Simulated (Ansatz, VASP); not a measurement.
# One calculation of SiC, two programs

File INCAR:

```
PREC = Accurate
ENCUT = 520
EDIFF = 1E-6
ISMEAR = -1
SIGMA = 0.05
LREAL = F
LASPH = T
NELM = 60
ALGO = Normal
ISIF = 2
LWAVE = F
LCHARG = T
GGA = PE
LELF = T
LVHAR = T
NBANDS = 16
```

Contents of KPOINTS:

```
Automatic mesh
0
Gamma
  12 12 7
```

The input POSCAR:

```
SiC
1.0
    3.1039467384      0.0000000000      0.0000000000
   -1.5519733692      2.6880967274      0.0000000000
    0.0000000000      0.0000000000      5.0952039065
Si C
2 2
Direct
    0.3333333300      0.6666666700      0.4996024000
    0.6666666700      0.3333333300      0.9996024000
    0.3333333300      0.6666666700      0.8753976000
    0.6666666700      0.3333333300      0.3753976000
```

Input for Ansatz:

```yaml
crystal:
  lattice:
    - [3.1039467384, 0.0, 0.0]
    - [-1.5519733692, 2.6880967274, 0.0]
    - [0.0, 0.0, 5.0952039065]
  atoms:
    - { symbol: Si, position: [0.33333333, 0.66666667, 0.4996024] }
    - { symbol: Si, position: [0.66666667, 0.33333333, 0.9996024] }
    - { symbol: C, position: [0.33333333, 0.66666667, 0.8753976] }
    - { symbol: C, position: [0.66666667, 0.33333333, 0.3753976] }
hamiltonian:
  xc: pbe
  pseudopotentials:
    kind: all_electron
    lapw: { muffin_tin_radii: { C: 0.773, Si: 0.947 } }
kpoints:
  mp_grid: { grid: [12, 12, 7] }
scf:
  occupations: { method: fermi_dirac, width: 0.05 }
  convergence: { dr2_threshold: 1.0e-09 }
output:
  eigenvalues: true
basis:
  ecutwfc: 400
```

Alike in both runs: task single point; functional PBE; k mesh 12 × 12 × 7; occupations fermi-dirac, width 0.05 eV; no spin polarisation.

|  | VASP | Ansatz |
| --- | --- | --- |
| version | VASP 6.6.1 | Ansatz 0.2.0 |
| potentials or method | VASP PAW PBE potentials, release 64 (Si, C), cutoff 520 eV | all-electron LAPW, scalar-relativistic |

|  | VASP | Ansatz | Ansatz less VASP |
| --- | --- | --- | --- |
| gap on the k mesh at the Fermi level (eV) | 2.32 | 2.32 | +0.002 |
| least direct gap on the mesh (eV) | 3.92 | 3.92 | +0.001 |

Ansatz ran all-electron here, and VASP with PAW potentials.
